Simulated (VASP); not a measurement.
# P (Imma) in VASP: a series of runs

Runs on P. Level: r2SCAN. Tasks: single point.

Program: VASP 6.6.1. These are calculated values, not measurements. Logs are shortened: lines on timing, memory, paths and dates and some standing lists are left out, and cuts for length are marked.

### 1 The cell of the first run

It takes space group Imma (No. 74, orthorhombic). Conventional cell: a = 3.383 Å, b = 5.030 Å, c = 3.718 Å, α = 90.00°, β = 90.00°, γ = 90.00°. Within 3.0 Å of P (site symmetry mm2) lie 6 P at 2.24 to 2.82 Å.

### 2 Single point, r2SCAN

The input, POSCAR:

```
P
1.0
   -1.6915100431      2.5151650373      1.8589441358
    1.6915100431     -2.5151650373      1.8589441358
    1.6915100431      2.5151650373     -1.8589441358
P
2
Direct
    0.8033091100      0.0533091100      0.7500000000
    0.1966908900      0.9466908900      0.2500000000
```

The input, INCAR.step1:

```
SYSTEM = P
PREC = Accurate ; ENCUT = 520
ISMEAR = 0 ; SIGMA = 0.1
LREAL = .FALSE. ; LASPH = .TRUE.
NELM = 100 ; NBANDS = 12
GGA = PE ; ALGO = Normal
EDIFF = 1E-4 ; LWAVE = .TRUE.
LCHARG = .FALSE.
```

The input, INCAR.step2:

```
SYSTEM = P
PREC = Accurate ; ENCUT = 520
EDIFF = 1E-6 ; ISMEAR = 0
SIGMA = 0.1 ; LREAL = .FALSE.
LASPH = .TRUE. ; NELM = 100
ALGO = Normal ; ISIF = 2
LWAVE = .FALSE. ; LCHARG = .FALSE.
METAGGA = R2SCAN ; LMIXTAU = .TRUE.
NBANDS = 12 ; ISTART = 1
```

The input, KPOINTS:

```
regular mesh
0
G
  8 8 8
  0 0 0
```

Potentials or basis: VASP PAW PBE potentials, release 64 (P).

On the command line:

```bash
$ cat potpaw_PBE.64/P/POTCAR > POTCAR
$ cp INCAR.step1 INCAR
$ mpirun -np 1 vasp_std > vasp.out
$ cp INCAR.step2 INCAR
$ mpirun -np 1 vasp_std > vasp.out
```

OUTCAR:

```text
SYSTEM = P
   PREC = Accurate
   ENCUT = 520
   EDIFF = 1E-6
   ISMEAR = 0
   LREAL = .FALSE.
   LASPH = .TRUE.
   NELM = 100
   ISIF = 2
   METAGGA = R2SCAN
   ISTART = 1

 ion  position               nearest neighbor table
   1  0.803  0.053  0.750-   2 2.24   2 2.24   2 2.55   2 2.55   2 2.82   2 2.82
   2  0.197  0.947  0.250-   1 2.24   1 2.24   1 2.55   1 2.55   1 2.82   1 2.82

  LATTYP: Found a body centered orthorhombic cell.
 ALAT       =     3.3830200862
 B/A-ratio  =     1.0989849829
 C/A-ratio  =     1.4869347348

  Lattice vectors:

 A1 = (   1.6915100431,  -2.5151650373,  -1.8589441358)
 A2 = (  -1.6915100431,  -2.5151650373,   1.8589441358)
 A3 = (  -1.6915100431,   2.5151650373,  -1.8589441358)

Analysis of symmetry for initial positions (statically):
=====================================================================
 Subroutine PRICEL returns:
 Original cell was already a primitive cell.

 Routine SETGRP: Setting up the symmetry group for a
 body centered orthorhombic supercell.

 Subroutine GETGRP returns: Found  8 space group operations
 (whereof  4 operations were pure point group operations)
 out of a pool of  8 trial point group operations.

The static configuration has the point symmetry C_2h.
 The point group associated with its full space group is D_2h.

Analysis of symmetry for dynamics (positions and initial velocities):
=====================================================================
 Subroutine PRICEL returns:
 Original cell was already a primitive cell.

 Routine SETGRP: Setting up the symmetry group for a
 body centered orthorhombic supercell.

 Subroutine GETGRP returns: Found  8 space group operations
 (whereof  4 operations were pure point group operations)
 out of a pool of  8 trial point group operations.

The dynamic configuration has the point symmetry C_2h.
 The point group associated with its full space group is D_2h.

 Subroutine INISYM returns: Found  8 space group operations
 (whereof  4 operations are pure point group operations),
 and found     1 'primitive' translations

----------------------------------------------------------------------------------------

                                     Primitive cell

  volume of cell :      31.6350

  direct lattice vectors                    reciprocal lattice vectors
    -1.691510043  2.515165037  1.858944136     0.000000000  0.198794112  0.268969890
     1.691510043 -2.515165037  1.858944136     0.295593870  0.000000000  0.268969890
     1.691510043  2.515165037 -1.858944136     0.295593870  0.198794112  0.000000000

  length of vectors
     3.555690466  3.555690466  3.555690466     0.334460612  0.399650520  0.356223013

  position of ions in fractional coordinates (direct lattice)
     0.803309110  0.053309110  0.750000000
     0.196690890  0.946690890  0.250000000

  ion indices of the primitive-cell ions
   primitive index   ion index
                 1           1
                 2           2

----------------------------------------------------------------------------------------

 KPOINTS: regular mesh

Automatic generation of k-mesh.
 Grid dimensions read from file:
 generate k-points for:    8    8    8

 Generating k-lattice:

  Cartesian coordinates                     Fractional coordinates (reciprocal lattice)
     0.000000000  0.024849264  0.033621236     0.125000000  0.000000000  0.000000000
     0.036949234  0.000000000  0.033621236    -0.000000000  0.125000000  0.000000000
     0.036949234  0.024849264  0.000000000    -0.000000000  0.000000000  0.125000000

  Length of vectors
     0.041807576  0.049956315  0.044527877

  Shift w.r.t. Gamma in fractional coordinates (k-lattice)
     0.000000000  0.000000000  0.000000000

 Subroutine IBZKPT returns following result:
 ===========================================

 Found     95 irreducible k-points:

 Following reciprocal coordinates:
            Coordinates               Weight
  0.000000  0.000000  0.000000      1.000000
  0.125000  0.000000  0.000000      4.000000
  0.250000  0.000000  0.000000      4.000000
  0.375000 -0.000000  0.000000      4.000000
  0.500000  0.000000  0.000000      2.000000
 -0.000000  0.125000  0.000000      4.000000
[... 16 lines left out ...]
  0.125000  0.375000  0.000000      8.000000
  0.250000  0.375000 -0.000000      8.000000
 [... further k-points ...]
   k-points           NKPTS =     95   k-points in BZ     NKDIM =     95   number of bands    NBANDS=     12
   number of dos      NEDOS =    301   number of ions     NIONS =      2
   total plane-waves  NPLWV =  21952
   dimension x,y,z NGX =    28 NGY =   28 NGZ =   28
   dimension x,y,z NGXF=    56 NGYF=   56 NGZF=   56
   ions per type =               2
   NGX,Y,Z   is equivalent  to a cutoff of  13.09, 13.09, 13.09 a.u.
   NGXF,Y,Z  is equivalent  to a cutoff of  26.18, 26.18, 26.18 a.u.
 SYSTEM =  P
   PREC   = accura    normal or accurate (medium, high low for compatibility)
   ISTART =      1    job   : 0-new  1-cont  2-samecut
   ICHARG =      0    charge: 1-file 2-atom 10-const
   ISPIN  =      1    spin polarized calculation?
   LNONCOLLINEAR =      F non collinear calculations
   LSORBIT =      F    spin-orbit coupling
   LASPH  =      T    aspherical Exc in radial PAW
   ENCUT  =  520.0 eV  38.22 Ry    6.18 a.u.   6.61  6.61  6.61*2*pi/ulx,y,z
   NELM   =    100;   NELMIN=  2; NELMDL=  0     # of ELM steps
   EDIFF  = 0.1E-05   stopping-criterion for ELM
   LREAL  =      F    real-space projection
   EDIFFG = 0.1E-04   stopping-criterion for IOM
   NSW    =      0    number of steps for IOM
   IBRION =     -1    ionic relax: 0-MD 1-quasi-New 2-CG
   NFREE  =      0    steps in history (QN), initial steepest desc. (CG)
   ISIF   =      2    stress and relaxation
   ISYM   =      2    0-nonsym 1-usesym 2-fastsym
   POTIM  = 0.5000    time-step for ionic-motion
   TEBEG  =    0.0;   TEEND  =   0.0 temperature during run
   PSTRESS=    0.0 pullay stress
   NELECT =      10.0000    total number of electrons
   NUPDOWN=      -1.0000    fix difference up-down
   EMIN   =  10.00;   EMAX   =-10.00  energy-range for DOS
   EFERMI =   0.00;   METHOD = LEGACY
   ISMEAR =     0;   SIGMA  =   0.10  broadening in eV -4-tet -1-fermi 0-gaus
   EFERMI_NEDOS =   21; number of points for ismear=-14 and -15
   IALGO  =     38    algorithm
   IMIX   =      4    mixing-type and parameters
     AMIX     =   0.40;   BMIX     =  1.00
     AMIX_MAG =   1.60;   BMIX_MAG =  1.00
  volume/ion in A,a.u.               =      15.82       106.74
  Fermi-wavevector in a.u.,A,eV,Ry     =   1.115199  2.107421 16.921141  1.243669
  Thomas-Fermi vector in A             =   2.251801
   LORBIT       =      0    0 simple, 1 ext, 2 COOP (PROOUT), +10 PAW based schemes
   METAGGA = R2SCAN    functional components
   LHFCALC =     F    Hartree Fock is set to
   AEXX    =    0.0000 exact exchange contribution
   IVDW    =     0    specifies the selected vdW correction
   LEPSILON=     F    determine dielectric tensor
   LRPA    =     F    only Hartree local field effects (RPA)
 non-spin polarized calculation
 Gauss-broadening in eV      SIGMA  =   0.10
  energy-cutoff  :      520.00
  volume of cell :       31.63
 maximum number of plane-waves:       868
 NGX is ok and might be reduce to    28
   NGX = 13   NGY = 13   NGZ = 13

 number of electron      10.0000000 magnetization

 Free energy of the ion-electron system (eV)
  ---------------------------------------------------
  ext. energy  EPLUGINS =         0.00000000
  ---------------------------------------------------
  free energy    TOTEN  =       -17.75929282 eV

  energy without entropy =      -17.75866574  energy(sigma->0) =      -17.75897928

 E-fermi :   9.1441     XC(G=0): -11.4031

 val. band max:        9.0813640793   @ k =   0.2500   0.2500   0.2500
 cond. band min:       9.1891021607   @ k =   0.1250  -0.1250   0.1250
 fundamental gap:      0.1077380814
 Fermi energy:         9.1440532133

 k-point     1 :       0.0000    0.0000    0.0000
  band No.  band energies     occupation
      1      -8.2691      2.00000
      2       5.6211      2.00000
      3       5.8785      2.00000
      4       5.9613      2.00000
      5       6.5844      2.00000
      6      10.5815      0.00000
      7      11.6004      0.00000
      8      13.3920      0.00000
      9      14.5147      0.00000
     10      15.9093      0.00000
     11      16.1946      0.00000
     12      16.4611      0.00000

 k-point     2 :       0.1250    0.0000    0.0000
  band No.  band energies     occupation
      1      -8.0391      2.00000
      2       3.3154      2.00000
      3       5.8036      2.00000
      4       6.2722      2.00000
      5       7.8127      2.00000
      6      10.9383      0.00000
      7      11.3566      0.00000
      8      12.4536      0.00000
      9      14.7121      0.00000
     10      14.9859      0.00000
     11      16.0396      0.00000
     12      18.4158      0.00000

 k-point     3 :       0.2500    0.0000    0.0000
  band No.  band energies     occupation
      1      -7.3681      2.00000
      2       0.7149      2.00000
      3       5.6501      2.00000
      4       6.3241      2.00000
      5       8.3846      2.00000
      6      10.3024      0.00000
      7      11.0967      0.00000
      8      11.4712      0.00000
      9      15.5984      0.00000
     10      16.0748      0.00000
     11      16.4135      0.00000
     12      21.1915      0.00000

 k-point     4 :       0.3750   -0.0000    0.0000
  band No.  band energies     occupation
      1      -6.3619      2.00000
      2      -1.5289      2.00000
      3       5.5307      2.00000
      4       6.6033      2.00000
      5       7.9774      2.00000
      6       9.7141      0.00000
      7      10.1603      0.00000
      8      11.2692      0.00000
      9      17.1144      0.00000
     10      17.9445      0.00000
     11      18.5499      0.00000
     12      23.0246      0.00000

 k-point     5 :       0.5000    0.0000    0.0000
  band No.  band energies     occupation
      1      -5.6438      2.00000
      2      -2.6700      2.00000
      3       5.4903      2.00000
      4       7.1144      2.00000
      5       7.2698      2.00000
      6       9.6246      0.00000
      7       9.8302      0.00000
      8      11.0954      0.00000
      9      18.5098      0.00000
     10      19.2313      0.00000
     11      20.4274      0.00000
     12      21.9399      0.00000
[... 228 lines left out ...]
      1      -7.2688      2.00000
      2       1.6317      2.00000
      3       4.6265      2.00000
      4       5.6609      2.00000
      5       7.4025      2.00000
      6      10.7505      0.00000
      7      11.0406      0.00000
      8      12.8765      0.00000
      9      14.1194      0.00000
     10      16.1627      0.00000
     11      16.7542      0.00000
     12      19.5742      0.00000

 k-point    22 :       0.0000    0.3750   -0.0000
  band No.  band energies     occupation
      1      -5.3711      2.00000
      2      -0.2618      2.00000
      3       2.6670      2.00000
      4       3.8070      2.00000
      5       3.9406      2.00000
      6       9.8793      0.00000
      7      15.5401      0.00000
      8      15.8884      0.00000
      9      16.3971      0.00000
     10      18.0710      0.00000
     11      21.4049      0.00000
     12      22.1411      0.00000

 k-point    23 :       0.1250    0.3750    0.0000
  band No.  band energies     occupation
      1      -4.5528      2.00000
      2      -1.1277      2.00000
      3       1.3373      2.00000
      4       3.6456      2.00000
      5       4.4788      2.00000
      6      10.4937      0.00000
      7      14.7870      0.00000
      8      15.8936      0.00000
      9      17.7314      0.00000
     10      20.0519      0.00000
     11      21.0651      0.00000
     12      21.2684      0.00000

 k-point    24 :       0.2500    0.3750   -0.0000
  band No.  band energies     occupation
      1      -3.8453      2.00000
      2      -2.2274      2.00000
      3       0.8528      2.00000
      4       3.9900      2.00000
      5       5.3207      2.00000
      6      12.0464      0.00000
      7      12.9097      0.00000
      8      15.1702      0.00000
      9      17.4951      0.00000
     10      18.4206      0.00000
     11      20.0489      0.00000
     12      23.0093      0.00000

 [... further k-points ...]

------------------------ aborting loop because EDIFF is reached ----------------------------------------

  FORCE on cell =-STRESS in cart. coord.  units (eV):
  Direction    XX          YY          ZZ          XY          YZ          ZX
  --------------------------------------------------------------------------------------
  -------------------------------------------------------------------------------------
  Total        0.1497325      0.3493015      0.1115314      0.0000000     -0.0000000      0.0000000
  in kB        7.5833154     17.6906445      5.6485955      0.0000000     -0.0000000      0.0000000
  external PRESSURE =      10.3075185 kB  Pullay stress =       0.0000000 kB

 VOLUME and BASIS-vectors are now :
 -----------------------------------------------------------------------------
  energy-cutoff  :      520.00
  volume of cell :       31.63
      direct lattice vectors                 reciprocal lattice vectors
    -1.691510043  2.515165037  1.858944136     0.000000000  0.198794112  0.268969890
     1.691510043 -2.515165037  1.858944136     0.295593870  0.000000000  0.268969890
     1.691510043  2.515165037 -1.858944136     0.295593870  0.198794112  0.000000000

 POSITION                                       TOTAL-FORCE (eV/Angst)
 -----------------------------------------------------------------------------------
      0.00000      3.77275      0.19820         0.000000      0.000000     -0.068535
      1.69151     -1.25758      1.66075        -0.000000     -0.000000      0.068535
 -----------------------------------------------------------------------------------
    total drift:                                0.000000     -0.000000     -0.000000

  FREE ENERGIE OF THE ION-ELECTRON SYSTEM (eV)
  ---------------------------------------------------
  free  energy   TOTEN  =       -17.7592928237 eV

  energy  without entropy=      -17.7586657362  energy(sigma->0) =      -17.75897928
```

Run time: 2.1 min. Hardware: 1 thread of Intel Xeon Platinum 8488C (Sapphire Rapids), shared host; peak memory 0.17 GiB.

What came out:

* Free energy: -17.7593 eV
* Pressure: 1.0 GPa
* Largest force: 0.069 eV/Å
* Band gap on the k mesh: zero (band 5 reaches 9.40 eV, above the bottom of band 6 at 8.71 eV)

Forces on the atoms (eV/Å):
```
P    0.000  0.000 -0.069
P    0.000  0.000  0.069
```

Stress tensor (GPa, compression positive):
```
0.76 0.00 0.00
0.00 1.77 0.00
0.00 0.00 0.56
```

Caveat: the PAW data sets were made with another functional, which shifts forces and pressure a little.

### 3 Single point, r2SCAN

POSCAR is that of step 2.

The input, INCAR.step1:

```
SYSTEM = P
PREC = Accurate
ENCUT = 520
ISMEAR = 0
SIGMA = 0.1
LREAL = .False.
LASPH = .True.
NELM = 80
NBANDS = 12
GGA = PE
ALGO = Normal
EDIFF = 1E-4
LWAVE = .True.
LCHARG = .False.
```

The input, INCAR.step2:

```
SYSTEM = P
PREC = Accurate
ENCUT = 520
EDIFF = 1E-7
ISMEAR = 0
SIGMA = 0.1
LREAL = .False.
LASPH = .True.
NELM = 80
ALGO = Normal
ISIF = 2
LWAVE = .False.
LCHARG = .True.
METAGGA = R2SCAN
LMIXTAU = .True.
LELF = .True.
LVHAR = .True.
NBANDS = 12
ISTART = 1
```

The input, KPOINTS:

```
regular mesh
0
Gamma
  10 10 10
  0 0 0
```

Potentials or basis: VASP PAW PBE potentials, release 64 (P).

On the command line:

```bash
$ cat potpaw_PBE.64/P/POTCAR > POTCAR
$ cp INCAR.step1 INCAR
$ mpirun -np 1 vasp_std > vasp.out
$ cp INCAR.step2 INCAR
$ mpirun -np 1 vasp_std > vasp.out
```

It took 3.6 min on 1 thread of Intel Xeon Platinum 8488C (Sapphire Rapids), shared host; peak memory 0.18 GiB.

It converged, with:

```
Free energy            : -17.7543 eV
Pressure               : 1.1 GPa
Largest force          : 0.059 eV/Å
Band gap on the k mesh : zero (band 5 reaches 9.62 eV, above the bottom of band 6 at 8.64 eV)
```

Forces on the atoms (eV/Å):
```
P    0.000  0.000 -0.059
P    0.000  0.000  0.059
```

Stress tensor (GPa, compression positive):
```
1.12 0.00 0.00
0.00 1.23 0.00
0.00 0.00 0.96
```

Levels at points of the mesh, in eV from the Fermi level:
```
           k point  band 3  band 4  band 5  band 6  band 7  band 8
(0.00, 0.00, 0.00)   -3.19   -3.11   -2.49    1.51    2.53    4.32
(0.50, 0.00, 0.00)   -3.58   -1.96   -1.80    0.55    0.76    2.02
(0.00, 0.50, 0.00)   -6.82   -5.87   -5.56    0.51    7.22    7.56
(0.50, 0.50, 0.00)   -3.73   -3.73   -0.13   -0.13    0.33    0.33
(0.50, 0.50, 0.50)   -8.33   -5.66   -5.53    0.26    6.93    8.95
```

Caveat: the PAW data sets were made with another functional, which shifts forces and pressure a little.
